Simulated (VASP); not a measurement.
# Ni (P-1) in VASP: single point with r2SCAN

Aim: the single point of Ni with r2SCAN.

All numbers are computed with VASP 6.6.1; they aren't measurements. Logs are shortened: lines on timing, memory, paths and dates and some standing lists are left out, and cuts for length are marked.

### Step 1. The cell of the first run

The typed cell holds 2 atoms: a = 2.426 Å, b = 2.392 Å, c = 4.003 Å, α = 89.41°, β = 89.00°, γ = 119.80°.

### Step 2. Single point, r2SCAN, collinear spin, ferromagnetic start

File POSCAR:

```
Ni
1.0
    2.4256493252      0.0138129451      0.0210149086
   -1.2008647957      2.0690970446      0.0123204659
    0.0349680866      0.0438528454      4.0027090306
Ni
2
Direct
    0.3333333333      0.6968100000      0.2530300000
    0.6538500000      0.3664800000      0.7630500000
```

File INCAR.step1:

```
SYSTEM = Ni
PREC     = Accurate       ! precision mode
ENCUT    = 520            ! plane-wave cutoff, eV
ISMEAR   = -1             ! smearing method
SIGMA    = 0.1            ! smearing width, eV
LREAL    = .FALSE.        ! projectors in reciprocal space
LASPH    = .TRUE.         ! aspherical terms in the spheres
NELM     = 150            ! most SCF steps
ISPIN    = 2              ! spin polarisation
MAGMOM   = 1 1            ! initial moments
LMAXMIX  = 4              ! l up to which the mixer works
NBANDS   = 21             ! bands
GGA      = PE             ! functional
ALGO     = Normal         ! electronic algorithm
EDIFF    = 1E-4           ! SCF threshold, eV
LWAVE    = .TRUE.         ! write WAVECAR
LCHARG   = .FALSE.        ! write CHGCAR
```

File INCAR.step2:

```
SYSTEM = Ni
PREC     = Accurate       ! precision mode
ENCUT    = 520            ! plane-wave cutoff, eV
EDIFF    = 1E-6           ! SCF threshold, eV
ISMEAR   = -1             ! smearing method
SIGMA    = 0.1            ! smearing width, eV
LREAL    = .FALSE.        ! projectors in reciprocal space
LASPH    = .TRUE.         ! aspherical terms in the spheres
NELM     = 150            ! most SCF steps
ALGO     = Normal         ! electronic algorithm
ISIF     = 2              ! what is computed and relaxed
LWAVE    = .FALSE.        ! write WAVECAR
LCHARG   = .TRUE.         ! write CHGCAR
ISPIN    = 2              ! spin polarisation
MAGMOM   = 1 1            ! initial moments
LORBIT   = 11             ! projections on sites
LMAXMIX  = 4              ! l up to which the mixer works
METAGGA  = R2SCAN         ! meta-GGA
LMIXTAU  = .TRUE.       
LELF     = .TRUE.         ! ELF
LVHAR    = .TRUE.       
NBANDS   = 21             ! bands
ISTART   = 1
```

File KPOINTS:

```
Automatic mesh
0
G
  9 9 5
  0 0 0
```

Potentials or basis: VASP PAW PBE potentials, release 64 (Ni).

Launch:

```console
> cat potpaw_PBE.64/Ni/POTCAR > POTCAR
> cp INCAR.step1 INCAR
> mpirun -np 1 vasp_std > vasp.out
> cp INCAR.step2 INCAR
> mpirun -np 1 vasp_std > vasp.out
```

OUTCAR:

```text
SYSTEM = Ni
   PREC = Accurate
   ENCUT = 520
   EDIFF = 1E-6
   ISMEAR = -1
   LREAL = .FALSE.
   LASPH = .TRUE.
   NELM = 150
   ISIF = 2
   ISPIN = 2
   LORBIT = 11
   METAGGA = R2SCAN
   ISTART = 1

 ion  position               nearest neighbor table
   1  0.333  0.697  0.253-   2 2.38   2 2.38   2 2.46   2 2.46   2 2.46   2 2.49
   2  0.654  0.366  0.763-   1 2.38   1 2.38   1 2.46   1 2.46   1 2.46   1 2.49

  LATTYP: Found a triclinic cell.
 ALAT       =     2.4165517615
 B/A-ratio  =     0.9899895085
 C/A-ratio  =     1.6565347529
 COS(alpha) =     0.0102391642
 COS(beta)  =     0.0276627991
 COS(gamma) =     0.4911301446

  Lattice vectors:

 A1 = (   1.2247845295,   2.0829099897,   0.0333353745)
 A2 = (  -1.2008647957,   2.0690970446,   0.0123204659)
 A3 = (   0.0349680866,   0.0438528454,   4.0027090306)

Analysis of symmetry for initial positions (statically):
=====================================================================
 Subroutine PRICEL returns:
 Original cell was already a primitive cell.

 Routine SETGRP: Setting up the symmetry group for a
 triclinic supercell.

 Subroutine GETGRP returns: Found  2 space group operations
 (whereof  1 operations were pure point group operations)
 out of a pool of  2 trial point group operations.

The static configuration has the point symmetry C_1 .
 The point group associated with its full space group is S_2 .

Analysis of symmetry for dynamics (positions and initial velocities):
=====================================================================
 Subroutine PRICEL returns:
 Original cell was already a primitive cell.

 Routine SETGRP: Setting up the symmetry group for a
 triclinic supercell.

 Subroutine GETGRP returns: Found  2 space group operations
 (whereof  1 operations were pure point group operations)
 out of a pool of  2 trial point group operations.

The dynamic configuration has the point symmetry C_1 .
 The point group associated with its full space group is S_2 .

Analysis of structural, dynamic, and magnetic symmetry:
=====================================================================
 Subroutine PRICEL returns:
 Original cell was already a primitive cell.

 Routine SETGRP: Setting up the symmetry group for a
 triclinic supercell.

 Subroutine GETGRP returns: Found  2 space group operations
 (whereof  1 operations were pure point group operations)
 out of a pool of  2 trial point group operations.

The overall configuration has the point symmetry C_1 .
 The point group associated with its full space group is S_2 .

 Subroutine INISYM returns: Found  2 space group operations
 (whereof  1 operations are pure point group operations),
 and found     1 'primitive' translations

----------------------------------------------------------------------------------------

                                     Primitive cell

  volume of cell :      20.1517

  direct lattice vectors                    reciprocal lattice vectors
     2.425649325  0.013812945  0.021014909     0.410956071  0.238548072 -0.006203638
    -1.200864796  2.069097045  0.012320466    -0.002697921  0.481768075 -0.005254581
     0.034968087  0.043852845  4.002709031    -0.002149286 -0.002735316  0.249879544

  length of vectors
     2.425779683  2.392360891  4.003101975     0.475214226  0.481804283  0.249903757

  position of ions in fractional coordinates (direct lattice)
     0.333333333  0.696810000  0.253030000
     0.653850000  0.366480000  0.763050000

  ion indices of the primitive-cell ions
   primitive index   ion index
                 1           1
                 2           2

----------------------------------------------------------------------------------------

 KPOINTS: Automatic mesh

Automatic generation of k-mesh.
 Grid dimensions read from file:
 generate k-points for:    9    9    5

 Generating k-lattice:

  Cartesian coordinates                     Fractional coordinates (reciprocal lattice)
     0.045661786  0.026505341 -0.000689293     0.111111111 -0.000000000  0.000000000
    -0.000299769  0.053529786 -0.000583842    -0.000000000  0.111111111  0.000000000
    -0.000429857 -0.000547063  0.049975909     0.000000000  0.000000000  0.200000000

  Length of vectors
     0.052801581  0.053533809  0.049980751

  Shift w.r.t. Gamma in fractional coordinates (k-lattice)
     0.000000000  0.000000000  0.000000000

 Subroutine IBZKPT returns following result:
 ===========================================

 Found    203 irreducible k-points:

 Following reciprocal coordinates:
            Coordinates               Weight
  0.000000  0.000000  0.000000      1.000000
  0.111111  0.000000  0.000000      2.000000
  0.222222 -0.000000  0.000000      2.000000
  0.333333 -0.000000  0.000000      2.000000
  0.444444 -0.000000  0.000000      2.000000
  0.000000  0.111111  0.000000      2.000000
[... 16 lines left out ...]
 -0.111111  0.222222 -0.000000      2.000000
  0.000000  0.333333 -0.000000      2.000000
 [... further k-points ...]
   k-points           NKPTS =    203   k-points in BZ     NKDIM =    203   number of bands    NBANDS=     21
   number of dos      NEDOS =    301   number of ions     NIONS =      2
   total plane-waves  NPLWV =   9720
   dimension x,y,z NGX =    18 NGY =   18 NGZ =   30
   dimension x,y,z NGXF=    36 NGYF=   36 NGZF=   60
   ions per type =               2
   NGX,Y,Z   is equivalent  to a cutoff of  12.34, 12.51, 12.46 a.u.
   NGXF,Y,Z  is equivalent  to a cutoff of  24.67, 25.02, 24.92 a.u.
 SYSTEM =  Ni
   PREC   = accura    normal or accurate (medium, high low for compatibility)
   ISTART =      1    job   : 0-new  1-cont  2-samecut
   ICHARG =      0    charge: 1-file 2-atom 10-const
   ISPIN  =      2    spin polarized calculation?
   LNONCOLLINEAR =      F non collinear calculations
   LSORBIT =      F    spin-orbit coupling
   LASPH  =      T    aspherical Exc in radial PAW
   ENCUT  =  520.0 eV  38.22 Ry    6.18 a.u.   4.51  4.45  7.44*2*pi/ulx,y,z
   NELM   =    150;   NELMIN=  2; NELMDL=  0     # of ELM steps
   EDIFF  = 0.1E-05   stopping-criterion for ELM
   LREAL  =      F    real-space projection
[... 7 lines left out ...]
   TEBEG  =    0.0;   TEEND  =   0.0 temperature during run
   PSTRESS=    0.0 pullay stress
   NELECT =      20.0000    total number of electrons
   NUPDOWN=      -1.0000    fix difference up-down
   EMIN   =  10.00;   EMAX   =-10.00  energy-range for DOS
   EFERMI =   0.00;   METHOD = LEGACY
   ISMEAR =    -1;   SIGMA  =   0.10  broadening in eV -4-tet -1-fermi 0-gaus
   EFERMI_NEDOS =   21; number of points for ismear=-14 and -15
   IALGO  =     38    algorithm
   IMIX   =      4    mixing-type and parameters
     AMIX     =   0.40;   BMIX     =  1.00
     AMIX_MAG =   1.60;   BMIX_MAG =  1.00
  volume/ion in A,a.u.               =      10.08        68.00
  Fermi-wavevector in a.u.,A,eV,Ry     =   1.632981  3.085887 36.281659  2.666627
  Thomas-Fermi vector in A             =   2.724862
   LORBIT       =     11    0 simple, 1 ext, 2 COOP (PROOUT), +10 PAW based schemes
   METAGGA = R2SCAN    functional components
   LHFCALC =     F    Hartree Fock is set to
   AEXX    =    0.0000 exact exchange contribution
   IVDW    =     0    specifies the selected vdW correction
   LEPSILON=     F    determine dielectric tensor
   LRPA    =     F    only Hartree local field effects (RPA)
 spin polarized calculation
  energy-cutoff  :      520.00
  volume of cell :       20.15
 maximum number of plane-waves:       558
 NGX is ok and might be reduce to    18
   NGX =  9   NGY =  9   NGZ = 15

 number of electron      19.9999997 magnetization       1.2365654

 Free energy of the ion-electron system (eV)
  ---------------------------------------------------
  ext. energy  EPLUGINS =         0.00000000
  ---------------------------------------------------
  free energy    TOTEN  =       -23.78723953 eV

  energy without entropy =      -23.67687087  energy(sigma->0) =      -23.73205520

 E-fermi :  10.4072     XC(G=0): -14.9020

 val. band max:       10.4026713678   @ k =  -0.4444   0.3333   0.0000
 cond. band min:      10.4072318106   @ k =   0.3333   0.1111   0.2000
 fundamental gap:      0.0045604428
 Fermi energy:        10.4071741412

 spin component 1

 k-point     1 :       0.0000    0.0000    0.0000
  band No.  band energies     occupation
      1       0.4755      1.00000
      2       4.7988      1.00000
      3       7.3751      1.00000
      4       7.4863      1.00000
      5       7.6416      1.00000
      6       7.7585      1.00000
[... 13 lines left out ...]
     20      39.1755      0.00000
     21      43.0309      0.00000
[... 529 lines left out ...]
 k-point    24 :       0.0000    0.3333   -0.0000
  band No.  band energies     occupation
      1       4.0510      1.00000
      2       5.6491      1.00000
      3       6.0121      1.00000
      4       6.9811      1.00000
      5       7.5673      1.00000
      6       7.7425      1.00000
[... 13 lines left out ...]
     20      39.0743      0.00000
     21      40.3375      0.00000

 [... further k-points ...]

 spin component 2

 k-point     1 :       0.0000    0.0000    0.0000
  band No.  band energies     occupation
      1       0.2440      1.00000
      2       5.3066      1.00000
      3       8.4149      1.00000
      4       8.4316      1.00000
      5       8.5848      1.00000
      6       8.7232      1.00000
[... 13 lines left out ...]
     20      39.3610      0.00000
     21      43.2360      0.00000
[... 529 lines left out ...]
 k-point    24 :       0.0000    0.3333   -0.0000
  band No.  band energies     occupation
      1       3.9913      1.00000
      2       6.3564      1.00000
      3       6.5519      1.00000
      4       7.6322      1.00000
      5       8.4335      1.00000
      6       8.5933      1.00000
[... 13 lines left out ...]
     20      39.3207      0.00000
     21      40.4695      0.00000

 [... further k-points ...]

------------------------ aborting loop because EDIFF is reached ----------------------------------------

  FORCE on cell =-STRESS in cart. coord.  units (eV):
  Direction    XX          YY          ZZ          XY          YZ          ZX
  --------------------------------------------------------------------------------------
  -------------------------------------------------------------------------------------
  Total        1.3171394      1.6688458      1.3026574     -0.2515885     -0.1612424     -0.1516747
  in kB      104.7203704    132.6831085    103.5689703    -20.0027713    -12.8197248    -12.0590390
  external PRESSURE =     113.6574831 kB  Pullay stress =       0.0000000 kB

 VOLUME and BASIS-vectors are now :
 -----------------------------------------------------------------------------
  energy-cutoff  :      520.00
  volume of cell :       20.15
      direct lattice vectors                 reciprocal lattice vectors
     2.425649325  0.013812945  0.021014909     0.410956071  0.238548072 -0.006203638
    -1.200864796  2.069097045  0.012320466    -0.002697921  0.481768075 -0.005254581
     0.034968087  0.043852845  4.002709031    -0.002149286 -0.002735316  0.249879544

 POSITION                                       TOTAL-FORCE (eV/Angst)
 -----------------------------------------------------------------------------------
     -0.01938      1.45747      1.02840        -0.094512     -0.025584      0.461172
      1.17260      0.80078      3.07252         0.094512      0.025584     -0.461172
 -----------------------------------------------------------------------------------
    total drift:                               -0.000101     -0.000126      0.000204

  FREE ENERGIE OF THE ION-ELECTRON SYSTEM (eV)
  ---------------------------------------------------
  free  energy   TOTEN  =       -23.7872395339 eV

  energy  without entropy=      -23.6768708723  energy(sigma->0) =      -23.73205520

 total charge

# of ion       s       p       d       tot
------------------------------------------
    1        0.545   0.584   8.371   9.501
    2        0.545   0.584   8.371   9.501
--------------------------------------------------
tot          1.090   1.168  16.743  19.001

 magnetization (x)

# of ion       s       p       d       tot
------------------------------------------
    1       -0.009  -0.043   0.683   0.631
    2       -0.009  -0.043   0.683   0.631
--------------------------------------------------
tot         -0.019  -0.085   1.366   1.263
```

It took 13 min on 1 thread of AMD EPYC 7R43 (Zen 3), shared host; peak memory 0.19 GiB.

Results:

- Free energy: -23.7872 eV
- Pressure: 11.4 GPa
- Largest force: 0.471 eV/Å
- Net moment: 1.24 μB per cell
- Site moments: Ni +0.63 μB
- Valence electrons inside the program's atomic spheres: Ni 9.50

Forces in eV/Å, atoms in the order of the input:
```
Ni  -0.095 -0.026  0.461
Ni   0.095  0.026 -0.461
```

Levels at points of the mesh, in eV from the Fermi level:
Spin up:
```
           k point  band 6  band 7  band 8  band 9  band 10  band 11  band 12  band 13  band 14  band 15
(0.00, 0.00, 0.00)   -2.65   -2.48   -2.05   -1.92    -1.02    -0.94    -0.68     6.10    24.27    26.93
```
Spin down:
| k point | band 5 | band 6 | band 7 | band 8 | band 9 | band 10 | band 11 | band 12 | band 13 | band 14 |
| --- | --- | --- | --- | --- | --- | --- | --- | --- | --- | --- |
| (0.00, 0.00, 0.00) | -1.82 | -1.68 | -1.49 | -1.17 | -1.10 | -0.88 | -0.14 | 0.03 | 6.68 | 24.14 |

Caveat: the cell stands under pressure; the PAW data sets were made with another functional, which shifts forces and pressure a little.
